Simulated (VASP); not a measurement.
A run of VASP 6.6.1 is set up as follows.

File INCAR:

```
SYSTEM = Sr3Al2O
PREC     = Accurate       ! precision mode
ENCUT    = 520            ! plane-wave cutoff, eV
EDIFF    = 1E-6           ! SCF threshold, eV
ISMEAR   = 0              ! smearing method
SIGMA    = 0.1            ! smearing width, eV
LREAL    = .FALSE.        ! projectors in reciprocal space
LASPH    = .TRUE.         ! aspherical terms in the spheres
NELM     = 100            ! most SCF steps
ALGO     = Normal         ! electronic algorithm
ISIF     = 2              ! what is computed and relaxed
LWAVE    = .FALSE.        ! write WAVECAR
LCHARG   = .FALSE.        ! write CHGCAR
GGA      = PE             ! functional
NBANDS   = 30             ! bands
```

File KPOINTS:

```
regular mesh
0
G
  6 6 6
  0 0 0
```

The input POSCAR:

```
Sr3Al2O
1.0
    3.6099033571      2.0841786750      3.6270345526
   -3.6099033571      2.0841786750      3.6270345526
    0.0000000000     -4.1683573499      3.6270345526
Sr Al O
3 2 1
Direct
    0.0000000000      0.5000000000      0.5000000000
    0.5000000000      0.5000000000      0.0000000000
    0.5000000000      0.0000000000      0.5000000000
    0.1097985732      0.1097985732      0.1097985732
    0.8902014268      0.8902014268      0.8902014268
    0.5000000000      0.5000000000      0.5000000000
```

Potentials or basis: VASP PAW PBE potentials, release 64 (Sr_sv, Al, O).

Launch:

```bash
$ cat potpaw_PBE.64/Sr_sv/POTCAR potpaw_PBE.64/Al/POTCAR potpaw_PBE.64/O/POTCAR > POTCAR
$ mpirun -np 1 vasp_std > vasp.out
```

**Question.** Predict the band gap on the k mesh.

**Answer.** Zero (bands 21 and 22 overlap by 0.38 eV).

**Question.** Estimate the largest force.

**Answer.** 0.010 eV/Å.

**Question.** Estimate the pressure.

**Answer.** 0.1 GPa.

Forces on the atoms (eV/Å):
```
Sr   0.000  0.000  0.000
Sr   0.000  0.000  0.000
Sr   0.000  0.000  0.000
Al   0.000  0.000 -0.010
Al   0.000  0.000  0.010
O    0.000  0.000  0.000
```
